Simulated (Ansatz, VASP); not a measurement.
**BiTe in VASP and in Ansatz**

```
Bi Te
1.0
     0.00000    3.04425    3.65310
     3.04425    0.00000    3.65310
     3.04425    3.04425    0.00000
Bi Te
1 1
Direct
  0.00000 0.00000 0.00000
  0.50000 0.50000 0.50000
```

Alike in both runs: task single point; functional PBE; k mesh 14 × 14 × 14; occupations gaussian, width 0.15 eV; no spin polarisation.

|  | VASP | Ansatz |
| --- | --- | --- |
| version | VASP 6.6.1 | Ansatz 0.2.0 |
| potentials or method | VASP PAW PBE potentials, release 64 (Bi_d, Te), cutoff 520 eV | scalar-relativistic, plane waves, PAW |
| valence electrons in the cell | 21 | 31 |

Ansatz gave:

| Item | Value |
| --- | --- |
| gap on the k mesh at the Fermi level (eV) | none |
| pressure (GPa) | 3.7 |
| traceless stress, the component that is largest in VASP (GPa) | -6.90 |

Task: Which values does VASP return?

Result: gap on the k mesh at the Fermi level (eV): none; pressure (GPa): 3.6; traceless stress, the component that is largest in VASP (GPa): -6.88.

A gap of «none» marks a metal or a gap that the smearing closes. With one functional, cell and mesh, what is left measures potentials, basis and numerics. VASP's potentials hold 21 valence electrons a cell and Ansatz's 31, so a difference there can come from the potentials and not from the codes.

Spin-orbit coupling is off throughout.
